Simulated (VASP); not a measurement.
# MnSb in VASP: notebook

Aim: see how the results for MnSb move with the level of theory and the settings. Levels: LDA, PBEsol. Tasks: single point.

Program: VASP 6.6.1. These are calculated values, not measurements. Logs are shortened: lines on timing, memory, paths and dates and some standing lists are left out, and cuts for length are marked.

### 1 The cell of the first run

It takes space group Fm-3m (No. 225, cubic). Conventional cell: a = 5.590 Å, b = 5.590 Å, c = 5.590 Å, α = 90.00°, β = 90.00°, γ = 90.00°. Within 3.7 Å of Sb (site symmetry m-3m) lie 6 Mn at 2.80 Å. Within 3.7 Å of Mn (site symmetry m-3m) lie 6 Sb at 2.80 Å.

### 2 Single point, LDA, collinear spin, ferromagnetic start

Input file INCAR:

```
SYSTEM = MnSb
ALGO = Normal
EDIFF = 1E-7
ENCUT = 520
ISIF = 2
ISMEAR = 0
ISPIN = 2
LASPH = .TRUE.
LCHARG = .FALSE.
LMAXMIX = 4
LORBIT = 11
LREAL = .FALSE.
LWAVE = .FALSE.
MAGMOM = 0 4
NBANDS = 20
NELM = 150
PREC = Accurate
SIGMA = 0.02
```

Input file KPOINTS:

```
k-points
0
G
  8 8 8
  0 0 0
```

Input file POSCAR:

```
MnSb
1.0
    0.0000000000      2.7950160000      2.7950160000
    2.7950160000      0.0000000000      2.7950160000
    2.7950160000      2.7950160000      0.0000000000
Sb Mn
1 1
Direct
    0.5000000000      0.5000000000      0.5000000000
    0.0000000000      0.0000000000      0.0000000000
```

Potentials or basis: VASP PAW LDA potentials, release 64 (Sb, Mn_pv).

Command:

```console
cat potpaw_LDA.64/Sb/POTCAR potpaw_LDA.64/Mn_pv/POTCAR > POTCAR
mpirun -np 1 vasp_std > vasp.out
```

OUTCAR:

```text
SYSTEM = MnSb
   EDIFF = 1E-7
   ENCUT = 520
   ISIF = 2
   ISMEAR = 0
   ISPIN = 2
   LASPH = .TRUE.
   LORBIT = 11
   LREAL = .FALSE.
   NELM = 150
   PREC = Accurate

 ion  position               nearest neighbor table
   1  0.500  0.500  0.500-   2 2.80   2 2.80   2 2.80   2 2.80   2 2.80   2 2.80
   2  0.000  0.000  0.000-   1 2.80   1 2.80   1 2.80   1 2.80   1 2.80   1 2.80

  LATTYP: Found a face centered cubic cell.
 ALAT       =     5.5900320000

  Lattice vectors:

 A1 = (   0.0000000000,   2.7950160000,   2.7950160000)
 A2 = (   2.7950160000,   0.0000000000,   2.7950160000)
 A3 = (   2.7950160000,   2.7950160000,   0.0000000000)

Analysis of symmetry for initial positions (statically):
=====================================================================
 Subroutine PRICEL returns:
 Original cell was already a primitive cell.

 Routine SETGRP: Setting up the symmetry group for a
 face centered cubic supercell.

 Subroutine GETGRP returns: Found 48 space group operations
 (whereof 48 operations were pure point group operations)
 out of a pool of 48 trial point group operations.

The static configuration has the point symmetry O_h .

Analysis of symmetry for dynamics (positions and initial velocities):
=====================================================================
 Subroutine PRICEL returns:
 Original cell was already a primitive cell.

 Routine SETGRP: Setting up the symmetry group for a
 face centered cubic supercell.

 Subroutine GETGRP returns: Found 48 space group operations
 (whereof 48 operations were pure point group operations)
 out of a pool of 48 trial point group operations.

The dynamic configuration has the point symmetry O_h .

Analysis of structural, dynamic, and magnetic symmetry:
=====================================================================
 Subroutine PRICEL returns:
 Original cell was already a primitive cell.

 Routine SETGRP: Setting up the symmetry group for a
 face centered cubic supercell.

 Subroutine GETGRP returns: Found 48 space group operations
 (whereof 48 operations were pure point group operations)
 out of a pool of 48 trial point group operations.

The overall configuration has the point symmetry O_h .

 Subroutine INISYM returns: Found 48 space group operations
 (whereof 48 operations are pure point group operations),
 and found     1 'primitive' translations

----------------------------------------------------------------------------------------

                                     Primitive cell

  volume of cell :      43.6700

  direct lattice vectors                    reciprocal lattice vectors
     0.000000000  2.795016000  2.795016000    -0.178889853  0.178889853  0.178889853
     2.795016000  0.000000000  2.795016000     0.178889853 -0.178889853  0.178889853
     2.795016000  2.795016000  0.000000000     0.178889853  0.178889853 -0.178889853

  length of vectors
     3.952749534  3.952749534  3.952749534     0.309846314  0.309846314  0.309846314

  position of ions in fractional coordinates (direct lattice)
     0.500000000  0.500000000  0.500000000
     0.000000000  0.000000000  0.000000000

  ion indices of the primitive-cell ions
   primitive index   ion index
                 1           1
                 2           2

----------------------------------------------------------------------------------------

 KPOINTS: k-points

Automatic generation of k-mesh.
 Grid dimensions read from file:
 generate k-points for:    8    8    8

 Generating k-lattice:

  Cartesian coordinates                     Fractional coordinates (reciprocal lattice)
    -0.022361232  0.022361232  0.022361232     0.125000000  0.000000000  0.000000000
     0.022361232 -0.022361232  0.022361232     0.000000000  0.125000000  0.000000000
     0.022361232  0.022361232 -0.022361232     0.000000000  0.000000000  0.125000000

  Length of vectors
     0.038730789  0.038730789  0.038730789

  Shift w.r.t. Gamma in fractional coordinates (k-lattice)
     0.000000000  0.000000000  0.000000000

 Subroutine IBZKPT returns following result:
 ===========================================

 Found     29 irreducible k-points:

 Following reciprocal coordinates:
            Coordinates               Weight
  0.000000  0.000000  0.000000      1.000000
  0.125000  0.000000  0.000000      8.000000
  0.250000  0.000000  0.000000      8.000000
  0.375000  0.000000  0.000000      8.000000
  0.500000  0.000000  0.000000      4.000000
  0.125000  0.125000  0.000000      6.000000
[... 16 lines left out ...]
  0.500000  0.250000  0.125000     48.000000
 -0.375000  0.250000  0.125000     24.000000
 [... further k-points ...]
   k-points           NKPTS =     29   k-points in BZ     NKDIM =     29   number of bands    NBANDS=     20
   number of dos      NEDOS =    301   number of ions     NIONS =      2
   total plane-waves  NPLWV =  27000
   dimension x,y,z NGX =    30 NGY =   30 NGZ =   30
   dimension x,y,z NGXF=    60 NGYF=   60 NGZF=   60
   ions per type =               1   1
   NGX,Y,Z   is equivalent  to a cutoff of  12.62, 12.62, 12.62 a.u.
   NGXF,Y,Z  is equivalent  to a cutoff of  25.23, 25.23, 25.23 a.u.
 SYSTEM =  MnSb
   PREC   = accura    normal or accurate (medium, high low for compatibility)
   ISTART =      0    job   : 0-new  1-cont  2-samecut
   ICHARG =      2    charge: 1-file 2-atom 10-const
   ISPIN  =      2    spin polarized calculation?
   LNONCOLLINEAR =      F non collinear calculations
   LSORBIT =      F    spin-orbit coupling
   LASPH  =      T    aspherical Exc in radial PAW
   ENCUT  =  520.0 eV  38.22 Ry    6.18 a.u.   7.35  7.35  7.35*2*pi/ulx,y,z
   NELM   =    150;   NELMIN=  2; NELMDL= -5     # of ELM steps
   EDIFF  = 0.1E-06   stopping-criterion for ELM
   LREAL  =      F    real-space projection
   EDIFFG = 0.1E-05   stopping-criterion for IOM
   NSW    =      0    number of steps for IOM
   IBRION =     -1    ionic relax: 0-MD 1-quasi-New 2-CG
   NFREE  =      0    steps in history (QN), initial steepest desc. (CG)
   ISIF   =      2    stress and relaxation
   ISYM   =      2    0-nonsym 1-usesym 2-fastsym
   POTIM  = 0.5000    time-step for ionic-motion
   TEBEG  =    0.0;   TEEND  =   0.0 temperature during run
   PSTRESS=    0.0 pullay stress
   NELECT =      18.0000    total number of electrons
   NUPDOWN=      -1.0000    fix difference up-down
   EMIN   =  10.00;   EMAX   =-10.00  energy-range for DOS
   EFERMI =   0.00;   METHOD = LEGACY
   ISMEAR =     0;   SIGMA  =   0.02  broadening in eV -4-tet -1-fermi 0-gaus
   EFERMI_NEDOS =   21; number of points for ismear=-14 and -15
   IALGO  =     38    algorithm
   IMIX   =      4    mixing-type and parameters
     AMIX     =   0.40;   BMIX     =  1.00
     AMIX_MAG =   1.60;   BMIX_MAG =  1.00
  volume/ion in A,a.u.               =      21.83       147.35
  Fermi-wavevector in a.u.,A,eV,Ry     =   1.218348  2.302344 20.196106  1.484372
  Thomas-Fermi vector in A             =   2.353638
   LORBIT       =     11    0 simple, 1 ext, 2 COOP (PROOUT), +10 PAW based schemes
   GGA     = CA    functional components
   LHFCALC =     F    Hartree Fock is set to
   AEXX    =    0.0000 exact exchange contribution
   IVDW    =     0    specifies the selected vdW correction
   LEPSILON=     F    determine dielectric tensor
   LRPA    =     F    only Hartree local field effects (RPA)
 spin polarized calculation
 Gauss-broadening in eV      SIGMA  =   0.02
  energy-cutoff  :      520.00
  volume of cell :       43.67
 maximum number of plane-waves:      1243
 NGX is ok and might be reduce to    30
   NGX = 15   NGY = 15   NGZ = 15

 number of electron      17.9999988 magnetization       3.7414522

 Free energy of the ion-electron system (eV)
  ---------------------------------------------------
  ext. energy  EPLUGINS =         0.00000000
  ---------------------------------------------------
  free energy    TOTEN  =       -13.97189343 eV

  energy without entropy =      -13.97129214  energy(sigma->0) =      -13.97159278

 E-fermi :   7.3832     XC(G=0): -10.8081

 val. band max:        7.3822631078   @ k =  -0.3750   0.2500   0.1250
 cond. band min:       7.3832690918   @ k =   0.2500   0.2500   0.0000
 fundamental gap:      0.0010059840
 Fermi energy:         7.3832121202

 spin component 1

 k-point     1 :       0.0000    0.0000    0.0000
  band No.  band energies     occupation
      1     -42.1799      1.00000
      2     -42.1799      1.00000
      3     -42.1799      1.00000
      4      -4.1391      1.00000
      5       4.6390      1.00000
      6       4.6390      1.00000
[... 12 lines left out ...]
     19      16.9714      0.00000
     20      16.9714      0.00000

 k-point     2 :       0.1250    0.0000    0.0000
  band No.  band energies     occupation
      1     -42.1803      1.00000
      2     -42.1799      1.00000
      3     -42.1799      1.00000
      4      -3.9350      1.00000
      5       4.5016      1.00000
      6       4.5860      1.00000
[... 498 lines left out ...]
 k-point    24 :      -0.3750    0.2500    0.1250
  band No.  band energies     occupation
      1     -42.1828      1.00000
      2     -42.1810      1.00000
      3     -42.1803      1.00000
      4      -1.7630      1.00000
      5       2.0454      1.00000
      6       3.6559      1.00000
[... 12 lines left out ...]
     19      21.2122      0.00000
     20      21.5026      0.00000

 [... further k-points ...]

 spin component 2

 k-point     1 :       0.0000    0.0000    0.0000
  band No.  band energies     occupation
      1     -38.7027      1.00000
      2     -38.7027      1.00000
      3     -38.7027      1.00000
      4      -3.9741      1.00000
      5       7.4158      0.01066
      6       7.4158      0.01066
[... 12 lines left out ...]
     19      17.7125      0.00000
     20      17.7125      0.00000

 k-point     2 :       0.1250    0.0000    0.0000
  band No.  band energies     occupation
      1     -38.7033      1.00000
      2     -38.7027      1.00000
      3     -38.7027      1.00000
      4      -3.7746      1.00000
      5       6.6224      1.00000
      6       6.9184      1.00000
[... 498 lines left out ...]
 k-point    24 :      -0.3750    0.2500    0.1250
  band No.  band energies     occupation
      1     -38.7066      1.00000
      2     -38.7041      1.00000
      3     -38.7032      1.00000
      4      -1.6763      1.00000
      5       2.5431      1.00000
      6       4.7370      1.00000
[... 12 lines left out ...]
     19      21.5413      0.00000
     20      21.8821      0.00000

 [... further k-points ...]
[... 5 lines left out ...]
  --------------------------------------------------------------------------------------
  -------------------------------------------------------------------------------------
  Total       -2.1132518     -2.1132518     -2.1132518      0.0000000      0.0000000      0.0000000
  in kB      -77.5316360    -77.5316360    -77.5316360      0.0000000      0.0000000      0.0000000
  external PRESSURE =     -77.5316360 kB  Pullay stress =       0.0000000 kB

 VOLUME and BASIS-vectors are now :
 -----------------------------------------------------------------------------
  energy-cutoff  :      520.00
  volume of cell :       43.67
      direct lattice vectors                 reciprocal lattice vectors
     0.000000000  2.795016000  2.795016000    -0.178889853  0.178889853  0.178889853
     2.795016000  0.000000000  2.795016000     0.178889853 -0.178889853  0.178889853
     2.795016000  2.795016000  0.000000000     0.178889853  0.178889853 -0.178889853

 POSITION                                       TOTAL-FORCE (eV/Angst)
 -----------------------------------------------------------------------------------
      2.79502      2.79502      2.79502         0.000000     -0.000000      0.000000
      0.00000      0.00000      0.00000        -0.000000      0.000000     -0.000000
 -----------------------------------------------------------------------------------
    total drift:                               -0.000000      0.000000      0.000000

  FREE ENERGIE OF THE ION-ELECTRON SYSTEM (eV)
  ---------------------------------------------------
  free  energy   TOTEN  =       -13.9718934268 eV

  energy  without entropy=      -13.9712921354  energy(sigma->0) =      -13.97159278

 total charge

# of ion       s       p       d       tot
------------------------------------------
    1        1.152   1.294   0.039   2.484
    2        0.284   6.180   5.028  11.492
--------------------------------------------------
tot          1.436   7.473   5.067  13.976

 magnetization (x)

# of ion       s       p       d       tot
------------------------------------------
    1        0.013  -0.094   0.011  -0.070
    2        0.064   0.029   3.512   3.605
--------------------------------------------------
tot          0.077  -0.065   3.523   3.534
```

It took 36 s on 1 thread of Intel Xeon 6975P-C (Granite Rapids), shared host; peak memory 0.18 GiB.

Results:

* Free energy: -13.9719 eV
* Pressure: -7.8 GPa
* Net moment: 3.74 μB per cell
* Site moments: Sb -0.07; Mn +3.60 μB
* Valence electrons inside the program's atomic spheres: Sb 2.48; Mn 11.49

Caveat: the cell stands under tension; spin-orbit coupling is left out, which moves the levels of the heavy elements; a cell with one magnetic atom can't hold antiferromagnetic order, which such compounds often take.

(Part 1 of 3 ends here.)
